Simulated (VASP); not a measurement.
# Ni (Fd-3m) in VASP: further runs, part 2 of 2

VASP 6.6.1.

## 3. Single point, PBEsol, collinear spin, ferromagnetic start (volume scaled by 0.96)

INCAR

```
  PREC = Accurate
  ENCUT = 520
  EDIFF = 1E-7
  ISMEAR = -1
  SIGMA = 0.05
  LREAL = False
  LASPH = True
  NELM = 150
  ALGO = Normal
  ISIF = 2
  LWAVE = False
  LCHARG = True
  ISPIN = 2
  MAGMOM = 0.83 0.83
  LORBIT = 11
  LMAXMIX = 4
  GGA = PS
  LELF = True
  LVHAR = True
  NBANDS = 21
```

KPOINTS

```
Automatic mesh
0
Gamma
  12 12 12
```

POSCAR

```
Ni
1.0
    0.0000000000      2.4696734961      2.4696734961
    2.4696734961      0.0000000000      2.4696734961
    2.4696734961      2.4696734961      0.0000000000
Ni
2
Direct
    0.1250000000      0.1250000000      0.1250000000
    0.8750000000      0.8750000000      0.8750000000
```

Potentials or basis: VASP PAW PBE potentials, release 64 (Ni).

Command:

```bash
$ cat potpaw_PBE.64/Ni/POTCAR > POTCAR
$ mpirun -np 1 vasp_std > vasp.out
```

Run time: 2.7 min. Hardware: 1 thread of Intel Xeon Platinum 8259CL at 2.50GHz (Skylake/Cascade Lake), shared host; peak memory 0.21 GiB.

It converged, with:

* Free energy: -9.5861 eV
* Pressure: 4.6 GPa
* Net moment: 1.55 μB per cell
* Site moments: Ni +0.77 μB
* Valence electrons inside the program's atomic spheres: Ni 9.35

Levels at points of the mesh, in eV from the Fermi level:
Spin up:
| k point | band 8 | band 9 | band 10 | band 11 | band 12 | band 13 | band 14 | band 15 |
| --- | --- | --- | --- | --- | --- | --- | --- | --- |
| (0.00, 0.00, 0.00) | -1.83 | -1.83 | -0.74 | -0.74 | 12.46 | 12.46 | 12.46 | 12.92 |
| (0.50, 0.00, 0.00) | -1.45 | -1.45 | -0.91 | -0.91 | 0.48 | 9.03 | 9.03 | 12.55 |
| (0.50, 0.50, 0.00) | -2.07 | -0.77 | -0.77 | 1.04 | 1.04 | 4.57 | 4.57 | 9.76 |
Spin down:
```
           k point  band 7  band 8  band 9  band 10  band 11  band 12
(0.00, 0.00, 0.00)   -1.03   -1.03   -1.03     0.16     0.16    12.64
(0.50, 0.00, 0.00)   -1.69   -0.62   -0.62    -0.02    -0.02     1.17
(0.50, 0.50, 0.00)   -1.26   -1.26    0.14     0.14     1.55     1.55
```

Caveat: the cell differs from its parent crystal (volume scaled by 0.96); the PAW data sets were made with another functional, which shifts forces and pressure a little.

## 4. Single point, PBEsol, collinear spin, ferromagnetic start

This run uses another cell than the first one, of 15.69 Å³/atom, 1.087 times its volume.

INCAR

```
SYSTEM = Ni
PREC     = Accurate       ! precision mode
ENCUT    = 520            ! plane-wave cutoff, eV
EDIFF    = 1E-7           ! SCF threshold, eV
ISMEAR   = -1             ! smearing method
SIGMA    = 0.05           ! smearing width, eV
LREAL    = .FALSE.        ! projectors in reciprocal space
LASPH    = .TRUE.         ! aspherical terms in the spheres
NELM     = 150            ! most SCF steps
ALGO     = Normal         ! electronic algorithm
ISIF     = 2              ! what is computed and relaxed
LWAVE    = .FALSE.        ! write WAVECAR
LCHARG   = .TRUE.         ! write CHGCAR
ISPIN    = 2              ! spin polarisation
MAGMOM   = 0.83 0.83      ! initial moments
LORBIT   = 11             ! projections on sites
LMAXMIX  = 4              ! l up to which the mixer works
GGA      = PS             ! functional
LELF     = .TRUE.         ! ELF
LVHAR    = .TRUE.       
NBANDS   = 21             ! bands
```

KPOINTS

```
Automatic mesh
0
G
  12 12 12
  0 0 0
```

POSCAR

```
Ni
1.0
    0.0000000000      2.5035088444      2.5035088444
    2.5035088444      0.0000000000      2.5035088444
    2.5035088444      2.5035088444      0.0000000000
Ni
2
Direct
    0.1250000000      0.1250000000      0.1250000000
    0.8750000000      0.8750000000      0.8750000000
```

Command:

```bash
$ cat potpaw_PBE.64/Ni/POTCAR > POTCAR
$ mpirun -np 1 vasp_std > vasp.out
```

It took 2.1 min on 1 thread of Intel Xeon Platinum 8259CL at 2.50GHz (Skylake/Cascade Lake), shared host; peak memory 0.21 GiB.

The run converged. Its results:

| Property | Result |
| --- | --- |
| Free energy | -9.6032 eV |
| Pressure | -0.1 GPa |
| Net moment | 1.56 μB per cell |
| Site moments | Ni +0.78 μB |
| Valence electrons inside the program's atomic spheres | Ni 9.29 |

Levels at points of the mesh, in eV from the Fermi level:
Spin up:
```csv
k point,band 8,band 9,band 10,band 11,band 12,band 13,band 14,band 15
"(0.00, 0.00, 0.00)",-1.78,-1.78,-0.75,-0.75,12.07,12.07,12.07,12.59
"(0.50, 0.00, 0.00)",-1.42,-1.42,-0.91,-0.91,0.41,8.76,8.76,12.37
"(0.50, 0.50, 0.00)",-2.00,-0.78,-0.78,0.98,0.98,4.49,4.49,9.50
```
Spin down:
| k point | band 7 | band 8 | band 9 | band 10 | band 11 | band 12 |
| --- | --- | --- | --- | --- | --- | --- |
| (0.00, 0.00, 0.00) | -0.97 | -0.97 | -0.97 | 0.15 | 0.15 | 12.25 |
| (0.50, 0.00, 0.00) | -1.60 | -0.59 | -0.59 | -0.02 | -0.02 | 1.10 |
| (0.50, 0.50, 0.00) | -1.18 | -1.18 | 0.13 | 0.13 | 1.49 | 1.49 |

Caveat: the PAW data sets were made with another functional, which shifts forces and pressure a little.

## 5. Single point, PBEsol, collinear spin, ferromagnetic start (volume scaled by 1.04)

INCAR

```
PREC = Accurate ; ENCUT = 520
EDIFF = 1E-6 ; ISMEAR = -1
SIGMA = 0.05 ; LREAL = False
LASPH = True ; NELM = 150
ALGO = Normal ; ISIF = 2
LWAVE = False ; LCHARG = False
ISPIN = 2 ; MAGMOM = 0.83 0.83
LORBIT = 11 ; LMAXMIX = 4
GGA = PS ; NBANDS = 21
```

KPOINTS

```
Automatic mesh
0
Gamma
  12 12 12
```

POSCAR

```
Ni
1.0
    0.0000000000      2.5364535282      2.5364535282
    2.5364535282      0.0000000000      2.5364535282
    2.5364535282      2.5364535282      0.0000000000
Ni
2
Direct
    0.1250000000      0.1250000000      0.1250000000
    0.8750000000      0.8750000000      0.8750000000
```

Command:

```bash
$ cat potpaw_PBE.64/Ni/POTCAR > POTCAR
$ mpirun -np 1 vasp_std > vasp.out
```

It took 2.3 min on 1 thread of Intel Xeon Platinum 8259CL at 2.50GHz (Skylake/Cascade Lake), shared host; peak memory 0.21 GiB.

It converged, with:

```
Free energy                                           : -9.5874 eV
Pressure                                              : -3.8 GPa
Net moment                                            : 1.56 μB per cell
Site moments                                          : Ni +0.79 μB
Valence electrons inside the program's atomic spheres : Ni 9.23
```

Levels at points of the mesh, in eV from the Fermi level:
Spin up:
```csv
k point,band 9,band 10,band 11,band 12,band 13,band 14
"(0.00, 0.00, 0.00)",-1.73,-0.76,-0.76,11.71,11.71,11.71
"(0.50, 0.00, 0.00)",-1.39,-0.92,-0.92,0.34,8.51,8.51
"(0.50, 0.50, 0.00)",-0.79,-0.79,0.92,0.92,4.42,4.42
```
Spin down:
```tsv
k point	band 7	band 8	band 9	band 10	band 11	band 12
(0.00, 0.00, 0.00)	-0.92	-0.92	-0.92	0.14	0.14	11.88
(0.50, 0.00, 0.00)	-1.51	-0.56	-0.56	-0.01	-0.01	1.04
(0.50, 0.50, 0.00)	-1.12	-1.12	0.12	0.12	1.43	1.43
```

Caveat: the cell differs from its parent crystal (volume scaled by 1.04); the PAW data sets were made with another functional, which shifts forces and pressure a little.

## 6. Single point, PBEsol, collinear spin, ferromagnetic start (volume scaled by 1.08)

INCAR

```
PREC = Accurate
ENCUT = 520
EDIFF = 1E-6
ISMEAR = -1
SIGMA = 0.05
LREAL = False
LASPH = True
NELM = 150
ALGO = Normal
ISIF = 2
LWAVE = False
LCHARG = False
ISPIN = 2
MAGMOM = 0.83 0.83
LORBIT = 11
LMAXMIX = 4
GGA = PS
NBANDS = 21
```

KPOINTS is that of step 5.

POSCAR

```
Ni
1.0
    0.0000000000      2.5685639437      2.5685639437
    2.5685639437      0.0000000000      2.5685639437
    2.5685639437      2.5685639437      0.0000000000
Ni
2
Direct
    0.1250000000      0.1250000000      0.1250000000
    0.8750000000      0.8750000000      0.8750000000
```

Potentials or basis: VASP PAW PBE potentials, release 64 (Ni).

Command:

```bash
$ cat potpaw_PBE.64/Ni/POTCAR > POTCAR
$ mpirun -np 1 vasp_std > vasp.out
```

Wall time 2.5 min (1 thread of Intel Xeon Platinum 8259CL at 2.50GHz (Skylake/Cascade Lake), shared host); peak memory 0.22 GiB.

Results (log left out):

* Free energy: -9.5454 eV
* Pressure: -6.8 GPa
* Net moment: 1.57 μB per cell
* Site moments: Ni +0.80 μB
* Valence electrons inside the program's atomic spheres: Ni 9.19

Levels at points of the mesh, in eV from the Fermi level:
Spin up:
| k point | band 8 | band 9 | band 10 | band 11 | band 12 | band 13 | band 14 | band 15 |
| --- | --- | --- | --- | --- | --- | --- | --- | --- |
| (0.00, 0.00, 0.00) | -1.68 | -1.68 | -0.77 | -0.77 | 11.37 | 11.37 | 11.37 | 11.99 |
| (0.50, 0.00, 0.00) | -1.37 | -1.37 | -0.92 | -0.92 | 0.28 | 8.28 | 8.28 | 12.03 |
| (0.50, 0.50, 0.00) | -1.88 | -0.80 | -0.80 | 0.87 | 0.87 | 4.35 | 4.35 | 9.03 |
Spin down:
| k point | band 5 | band 6 | band 7 | band 8 | band 9 | band 10 | band 11 | band 12 | band 13 | band 14 |
| --- | --- | --- | --- | --- | --- | --- | --- | --- | --- | --- |
| (0.00, 0.00, 0.00) | -2.32 | -2.32 | -0.86 | -0.86 | -0.86 | 0.13 | 0.13 | 11.54 | 11.54 | 11.54 |
| (0.50, 0.00, 0.00) | -2.24 | -2.24 | -1.43 | -0.53 | -0.53 | -0.01 | -0.01 | 0.99 | 8.39 | 8.39 |
| (0.50, 0.50, 0.00) | -1.98 | -1.98 | -1.06 | -1.06 | 0.12 | 0.12 | 1.38 | 1.38 | 4.35 | 4.35 |

Caveat: the cell differs from its parent crystal (volume scaled by 1.08); the PAW data sets were made with another functional, which shifts forces and pressure a little.

## 7. Single point, PBEsol, collinear spin, ferromagnetic start (volume scaled by 1.12)

INCAR is that of step 6.

KPOINTS is that of step 6.

POSCAR

```
Ni
1.0
    0.0000000000      2.5998909817      2.5998909817
    2.5998909817      0.0000000000      2.5998909817
    2.5998909817      2.5998909817      0.0000000000
Ni
2
Direct
    0.1250000000      0.1250000000      0.1250000000
    0.8750000000      0.8750000000      0.8750000000
```

Command:

```bash
$ cat potpaw_PBE.64/Ni/POTCAR > POTCAR
$ mpirun -np 1 vasp_std > vasp.out
```

It took 2.4 min on 1 thread of Intel Xeon Platinum 8259CL at 2.50GHz (Skylake/Cascade Lake), shared host; peak memory 0.21 GiB.

Results (log left out):

```yaml
Free_energy: -9.4827 eV
Pressure: -9.1 GPa
Net_moment: 1.58 μB per cell
Site_moments: Ni +0.80 μB
Valence_electrons_inside_the_program's_atomic_spheres: Ni 9.15
```

Levels at points of the mesh, in eV from the Fermi level:
Spin up:
```tsv
k point	band 7	band 8	band 9	band 10	band 11	band 12	band 13	band 14	band 15	band 16
(0.00, 0.00, 0.00)	-1.64	-1.64	-1.64	-0.78	-0.78	11.06	11.06	11.06	11.71	11.71
(0.50, 0.00, 0.00)	-1.34	-1.34	-1.34	-0.92	-0.92	0.22	8.06	8.06	11.88	12.11
(0.50, 0.50, 0.00)	-1.83	-1.83	-0.81	-0.81	0.82	0.82	4.28	4.28	8.82	8.82
```
Spin down:
| k point | band 5 | band 6 | band 7 | band 8 | band 9 | band 10 | band 11 | band 12 | band 13 | band 14 |
| --- | --- | --- | --- | --- | --- | --- | --- | --- | --- | --- |
| (0.00, 0.00, 0.00) | -2.21 | -2.21 | -0.82 | -0.82 | -0.82 | 0.12 | 0.12 | 11.22 | 11.22 | 11.22 |
| (0.50, 0.00, 0.00) | -2.13 | -2.13 | -1.35 | -0.51 | -0.51 | -0.01 | -0.01 | 0.94 | 8.17 | 8.17 |
| (0.50, 0.50, 0.00) | -1.92 | -1.92 | -1.01 | -1.01 | 0.11 | 0.11 | 1.33 | 1.33 | 4.28 | 4.28 |

Caveat: the cell differs from its parent crystal (volume scaled by 1.12); the PAW data sets were made with another functional, which shifts forces and pressure a little.

## 8. Overview

```csv
cell,gap on the mesh (eV),pressure (GPa),moment (μB)
"a = 3.443 Å, angles 60.0°, 2 atoms",none,10.5,1.54
"a = 3.493 Å, angles 60.0°, 2 atoms",none,4.6,1.55
"a = 3.540 Å, angles 60.0°, 2 atoms",none,-0.1,1.56
"a = 3.587 Å, angles 60.0°, 2 atoms",none,-3.8,1.56
"a = 3.632 Å, angles 60.0°, 2 atoms",none,-6.8,1.57
"a = 3.677 Å, angles 60.0°, 2 atoms",none,-9.1,1.58
```

Alike in all rows: task single point; level PBEsol; potentials or basis VASP PAW PBE potentials, release 64 (Ni); spin collinear, ferromagnetic start; k mesh 12 × 12 × 12; cutoff (eV) 520; smearing fermi-dirac 0.05 eV.

Caveats: the PAW data sets were made with another functional, which shifts forces and pressure a little.

Absolute energies hang on the potentials; compare differences alone.
